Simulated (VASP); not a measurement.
Input of a VASP 6.6.1 run:

INCAR

```
SYSTEM = ReS2
PREC     = Accurate       ! precision mode
ENCUT    = 520            ! plane-wave cutoff, eV
EDIFF    = 1E-7           ! SCF threshold, eV
ISMEAR   = 0              ! smearing method
SIGMA    = 0.01           ! smearing width, eV
LREAL    = Auto         
LASPH    = .True.         ! aspherical terms in the spheres
NELM     = 60             ! most SCF steps
ALGO     = Normal         ! electronic algorithm
ISIF     = 2              ! what is computed and relaxed
LWAVE    = .False.        ! write WAVECAR
LCHARG   = .False.        ! write CHGCAR
NBANDS   = 94             ! bands
```

File KPOINTS:

```
Automatic mesh
0
Gamma
  4 4 1
  0 0 0
```

POSCAR

```
ReS2
1.0
    6.2948590681     -0.0069021581      0.0000000000
    3.0851120078      5.6056538369      0.0000000000
    0.0000000000      0.0000000000     23.0000000000
Re S
8 16
Direct
    0.2748650285      0.1452455907      0.3672634521
    0.3975672850      0.5197438525      0.3717582367
    0.8481434973      0.1181740563      0.3688761021
    0.8240950867      0.5469266539      0.3701434734
    0.6358669708      0.9453841003      0.6295461126
    0.7585692703      1.3198821681      0.6340408499
    1.2093392321      0.9182011390      0.6311608508
    1.1852907991      1.3469538390      0.6324282892
    1.0198586225      0.7366019935      0.3185257295
    0.4811946044      0.7682393452      0.3112698113
    0.1912115304      0.8966167295      0.4276185299
    0.1516346581      0.4390288469      0.4372371191
    0.6525008303      0.9283892891      0.4205552281
    0.9810594536      0.2743884478      0.2941546346
    0.6909916074      0.3908267718      0.4449066669
    0.5204505933      0.2269638403      0.3018391400
    1.3809333934      1.5367384851      0.5807491213
    0.8422227558      1.5685111067      0.5736858212
    0.5522395417      1.6968883768      0.6900344649
    0.5129839558      1.2381642768      0.6994652104
    1.0135755747      1.7285259376      0.6827787665
    1.3424426339      1.0743012330      0.5563976833
    1.0523748354      1.1907392579      0.7071496903
    0.8817996221      1.0260988939      0.5640671897
```

Potentials or basis: VASP PAW LDA potentials, release 64 (Re, S).

Command:

```console
$ cat potpaw_LDA.64/Re/POTCAR potpaw_LDA.64/S/POTCAR > POTCAR
$ mpirun -np 1 vasp_std > vasp.out
```

Q: What does it give for the band gap on the k mesh?

A: 1.34 eV.

Q: Estimate the largest force.

A: 0.177 eV/Å.

Forces in eV/Å, atoms in the order of the input:
```
Re   0.022 -0.020 -0.014
Re  -0.021  0.022  0.018
Re  -0.013 -0.044 -0.008
Re   0.014  0.044  0.012
Re   0.021 -0.022 -0.018
Re  -0.022  0.020  0.014
Re  -0.014 -0.044 -0.012
Re   0.013  0.044  0.008
S    0.005  0.009 -0.072
S   -0.006  0.046 -0.089
S    0.005 -0.045  0.100
S    0.001  0.027  0.137
S   -0.006 -0.008  0.074
S    0.001  0.001 -0.166
S    0.000 -0.001  0.177
S   -0.003 -0.034 -0.131
S    0.006  0.008 -0.074
S   -0.005  0.045 -0.100
S    0.006 -0.046  0.089
S    0.003  0.034  0.131
S   -0.005 -0.009  0.072
S    0.000  0.001 -0.177
S   -0.001 -0.001  0.166
S   -0.001 -0.027 -0.137
```

Caveat: spin-orbit coupling is left out, which moves the levels of the heavy elements.
